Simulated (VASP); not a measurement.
# Si (I4_1/amd) in VASP: a series of runs, part 2 of 2

VASP 6.6.1.

### Step 4. Single point, LDA (strain +0.040 along x and y, -0.080 along z)

Input file INCAR:

```
PREC = Accurate
ENCUT = 520
EDIFF = 1E-6
ISMEAR = 0
SIGMA = 0.15
LREAL = F
LASPH = T
NELM = 80
ALGO = Normal
ISIF = 2
LWAVE = F
LCHARG = F
NBANDS = 11
```

Input file KPOINTS:

```
Automatic mesh
0
Gamma
  20 20 20
```

Input file POSCAR:

```
Si
1.0
   -2.4662271967      2.4662271967      1.2229241587
    2.4662271967     -2.4662271967      1.2229241587
    2.4662271967      2.4662271967     -1.2229241587
Si
2
Direct
    0.2500000000      0.7500000000      0.5000000000
    0.5000000000      0.5000000000      0.0000000000
```

Potentials or basis: VASP PAW LDA potentials, release 64 (Si).

Command:

```console
$ cat potpaw_LDA.64/Si/POTCAR > POTCAR
$ mpirun -np 1 vasp_std > vasp.out
```

OUTCAR:

```text
PREC = Accurate
   ENCUT = 520
   EDIFF = 1E-6
   ISMEAR = 0
   LREAL = F
   LASPH = T
   NELM = 80
   ISIF = 2

 ion  position               nearest neighbor table
   1  0.250  0.750  0.500-   2 2.54   2 2.54   2 2.54   2 2.54   2 3.07   2 3.07   2 3.07   2 3.07

   2  0.500  0.500  0.000-   1 2.54   1 2.54   1 2.54   1 2.54   1 3.07   1 3.07   1 3.07   1 3.07

  LATTYP: Found a body centered tetragonal cell.
 ALAT       =     4.9324543934
 C/A-ratio  =     0.4958684100

  Lattice vectors:

 A1 = (  -2.4662271967,   2.4662271967,   1.2229241587)
 A2 = (   2.4662271967,  -2.4662271967,   1.2229241587)
 A3 = (   2.4662271967,   2.4662271967,  -1.2229241587)

Analysis of symmetry for initial positions (statically):
=====================================================================
 Subroutine PRICEL returns:
 Original cell was already a primitive cell.

 Routine SETGRP: Setting up the symmetry group for a
 body centered tetragonal supercell.

 Subroutine GETGRP returns: Found 16 space group operations
 (whereof  8 operations were pure point group operations)
 out of a pool of 16 trial point group operations.

The static configuration has the point symmetry D_2d.
 The point group associated with its full space group is D_4h.

Analysis of symmetry for dynamics (positions and initial velocities):
=====================================================================
 Subroutine PRICEL returns:
 Original cell was already a primitive cell.

 Routine SETGRP: Setting up the symmetry group for a
 body centered tetragonal supercell.

 Subroutine GETGRP returns: Found 16 space group operations
 (whereof  8 operations were pure point group operations)
 out of a pool of 16 trial point group operations.

The dynamic configuration has the point symmetry D_2d.
 The point group associated with its full space group is D_4h.

 Subroutine INISYM returns: Found 16 space group operations
 (whereof  8 operations are pure point group operations),
 and found     1 'primitive' translations

[... 115 lines left out ...]
  volume/ion in A,a.u.               =      14.88       100.39
  Fermi-wavevector in a.u.,A,eV,Ry     =   1.056646  1.996772 15.190921  1.116501
  Thomas-Fermi vector in A             =   2.191890
   LORBIT       =      0    0 simple, 1 ext, 2 COOP (PROOUT), +10 PAW based schemes
   GGA     = CA    functional components
   LHFCALC =     F    Hartree Fock is set to
   AEXX    =    0.0000 exact exchange contribution
   IVDW    =     0    specifies the selected vdW correction
   LEPSILON=     F    determine dielectric tensor
   LRPA    =     F    only Hartree local field effects (RPA)
 non-spin polarized calculation
 Gauss-broadening in eV      SIGMA  =   0.15
  energy-cutoff  :      520.00
  volume of cell :       29.75
 maximum number of plane-waves:       814
   NGX = 13   NGY = 13   NGZ = 13

 number of electron       8.0000000 magnetization

 Free energy of the ion-electron system (eV)
  ---------------------------------------------------
  ext. energy  EPLUGINS =         0.00000000
  ---------------------------------------------------
  free energy    TOTEN  =       -11.42139865 eV

  energy without entropy =      -11.41209320  energy(sigma->0) =      -11.41674592

 E-fermi :   9.3582     XC(G=0): -11.0792

 val. band max:        9.3579571466   @ k =   0.2000   0.1000   0.0000
 cond. band min:       9.3649049869   @ k =  -0.3000  -0.4500   0.1000
 fundamental gap:      0.0069478403
 Fermi energy:         9.3582058654

 k-point     1 :       0.0000    0.0000    0.0000
  band No.  band energies     occupation
      1      -4.5217      2.00000
      2       5.8458      2.00000
      3       6.2928      2.00000
      4       6.2928      2.00000
      5      10.5849      0.00000
      6      16.9015      0.00000
      7      17.1904      0.00000
      8      17.1904      0.00000
      9      19.0066      0.00000
     10      21.3093      0.00000
     11      21.6796      0.00000
[... 309 lines left out ...]
 k-point    24 :      -0.3500    0.0500   -0.0000
  band No.  band energies     occupation
      1      -1.6384      2.00000
      2       4.7113      2.00000
      3       6.7004      2.00000
      4       8.9903      1.99948
      5      11.3810      0.00000
      6      12.8431      0.00000
      7      13.8578      0.00000
      8      14.5585      0.00000
      9      16.2905      0.00000
     10      17.5023      0.00000
     11      19.8702      0.00000

 [... further k-points ...]
[... 5 lines left out ...]
  --------------------------------------------------------------------------------------
  -------------------------------------------------------------------------------------
  Total       -0.8821130     -0.8821130      1.9931677      0.0000000      0.0000000      0.0000000
  in kB      -47.5016954    -47.5016954    107.3318834      0.0000000      0.0000000      0.0000000
  external PRESSURE =       4.1094976 kB  Pullay stress =       0.0000000 kB

 VOLUME and BASIS-vectors are now :
 -----------------------------------------------------------------------------
  energy-cutoff  :      520.00
  volume of cell :       29.75
      direct lattice vectors                 reciprocal lattice vectors
    -2.466227197  2.466227197  1.222924159     0.000000000  0.202738823  0.408856098
     2.466227197 -2.466227197  1.222924159     0.202738823  0.000000000  0.408856098
     2.466227197  2.466227197 -1.222924159     0.202738823  0.202738823  0.000000000

 POSITION                                       TOTAL-FORCE (eV/Angst)
 -----------------------------------------------------------------------------------
      2.46623      0.00000      0.61146         0.000000     -0.000000     -0.000000
      0.00000      0.00000      1.22292        -0.000000      0.000000      0.000000
 -----------------------------------------------------------------------------------
    total drift:                                0.000000      0.000000      0.000000

  FREE ENERGIE OF THE ION-ELECTRON SYSTEM (eV)
  ---------------------------------------------------
  free  energy   TOTEN  =       -11.4213986483 eV

  energy  without entropy=      -11.4120931990  energy(sigma->0) =      -11.41674592
```

OSZICAR:

```text
N       E                     dE             d eps       ncg     rms          rms(c)
DAV:   1     0.344931792319E+01    0.34493E+01   -0.33374E+03 14102   0.605E+02
DAV:   2    -0.110470369568E+02   -0.14496E+02   -0.13931E+02 18247   0.810E+01
DAV:   3    -0.114499715855E+02   -0.40293E+00   -0.39974E+00 18451   0.112E+01
DAV:   4    -0.114518031665E+02   -0.18316E-02   -0.18314E-02 17057   0.941E-01
DAV:   5    -0.114518124537E+02   -0.92872E-05   -0.92871E-05 17844   0.609E-02    0.439E+00
DAV:   6    -0.114329610220E+02    0.18851E-01   -0.30651E-03 16502   0.269E-01    0.252E+00
DAV:   7    -0.114214625414E+02    0.11498E-01   -0.61101E-03 15746   0.390E-01    0.181E-01
DAV:   8    -0.114214013323E+02    0.61209E-04   -0.24809E-04 17392   0.948E-02    0.192E-02
DAV:   9    -0.114213990116E+02    0.23207E-05   -0.58121E-06 17466   0.165E-02    0.867E-03
DAV:  10    -0.114213986483E+02    0.36325E-06   -0.80372E-07 10435   0.424E-03
   1 F= -.11421399E+02 E0= -.11416746E+02  d E =-.930545E-02
```

stdout:

```text
POSCAR found type information on POSCAR Si
 POSCAR found :  1 types and       2 ions
 scaLAPACK will be used
 LDA part: xc-table for (Slater(with rela. corr.)+CA(PZ))
 , standard interpolation
 POSCAR, INCAR and KPOINTS ok, starting setup
 FFT: planning ... GRIDC
 FFT: planning ... GRID_SOFT
 FFT: planning ... GRID
 WAVECAR not read
 entering main loop
```

Wall time 61 s (1 thread of Intel Xeon 6975P-C (Granite Rapids), shared host); peak memory 0.26 GiB.

Results:

```yaml
Free_energy: -11.4214 eV
Pressure: 0.4 GPa
Band_gap_on_the_k_mesh: zero (band 4 reaches 10.84 eV, above the bottom of band 5 at 5.44 eV)
```

Levels at points of the mesh, in eV from the Fermi level:
```
           k point  band 1  band 2  band 3  band 4  band 5  band 6  band 7  band 8
(0.00, 0.00, 0.00)  -13.88   -3.51   -3.07   -3.07    1.23    7.54    7.83    7.83
(0.50, 0.00, 0.00)   -6.66   -6.42   -2.43   -1.29   -0.99    1.38    4.48    5.49
(0.50, 0.50, 0.00)  -10.99  -10.99   -0.34   -0.34    1.40    1.40   10.97   10.97
(0.50, 0.50, 0.50)   -8.98   -8.98   -6.98   -6.98    8.34    8.34   11.39   11.39
```

Caveat: the cell differs from its parent crystal (strain +0.040 along x and y, -0.080 along z).

### Step 5. Single point, LDA (strain +0.000 along x and y, +0.040 along z)

Input file INCAR:

```
PREC = Accurate ; ENCUT = 520
EDIFF = 1E-6 ; ISMEAR = 0
SIGMA = 0.15 ; LREAL = False
LASPH = True ; NELM = 80
ALGO = Normal ; ISIF = 2
LWAVE = False ; LCHARG = False
GGA = CA ; NBANDS = 11
```

Input file KPOINTS:

```
regular mesh
0
Gamma
  20 20 20
```

Input file POSCAR:

```
Si
1.0
   -2.3713723045      2.3713723045      1.3824360055
    2.3713723045     -2.3713723045      1.3824360055
    2.3713723045      2.3713723045     -1.3824360055
Si
2
Direct
    0.2500000000      0.7500000000      0.5000000000
    0.5000000000      0.5000000000      0.0000000000
```

Command:

```console
$ cat potpaw_LDA.64/Si/POTCAR > POTCAR
$ mpirun -np 1 vasp_std > vasp.out
```

Wall time 65 s (1 thread of Intel Xeon 6975P-C (Granite Rapids), shared host); peak memory 0.27 GiB.

Results (log left out):

| Property | Result |
| --- | --- |
| Free energy | -11.4702 eV |
| Pressure | -4.2 GPa |
| Band gap on the k mesh | zero (band 4 reaches 11.62 eV, above the bottom of band 5 at 4.81 eV) |

Stress tensor (GPa, compression positive):
```
-2.94  0.00  0.00
 0.00 -2.94  0.00
 0.00  0.00 -6.70
```

Levels at points of the mesh, in eV from the Fermi level:
```
           k point  band 1  band 2  band 3  band 4  band 5  band 6  band 7  band 8
(0.00, 0.00, 0.00)  -13.53   -2.15   -2.15   -1.38    1.87    6.90    7.89    8.84
(0.50, 0.00, 0.00)   -7.93   -6.80   -1.96   -1.90   -1.59    1.14    4.45    5.48
(0.50, 0.50, 0.00)  -10.38  -10.38    0.63    0.63    3.09    3.09    7.03    7.03
(0.50, 0.50, 0.50)   -7.90   -7.90   -6.53   -6.53    4.52    4.52   12.91   12.91
```

Caveat: the cell differs from its parent crystal (strain +0.000 along x and y, +0.040 along z).

### Step 6. Overview

| cell | gap on the mesh (eV) | pressure (GPa) |
| --- | --- | --- |
| a = 3.877 Å, angles 97.3, 97.3, 138.2°, 2 atoms | none | -14.9 |
| a = 3.525 Å, angles 99.5, 99.5, 131.9°, 2 atoms | none | 3.5 |
| a = 3.696 Å, angles 96.3, 96.3, 141.4°, 2 atoms | none | 0.4 |
| a = 3.627 Å, angles 98.4, 98.4, 135.2°, 2 atoms | none | -4.2 |

Alike in all rows: task single point; level LDA; potentials or basis VASP PAW LDA potentials, release 64 (Si); no spin polarisation; k mesh 20 × 20 × 20; cutoff (eV) 520; smearing gaussian 0.15 eV.

Total energies depend on the potentials used, so only differences within one code and one set of settings carry meaning.
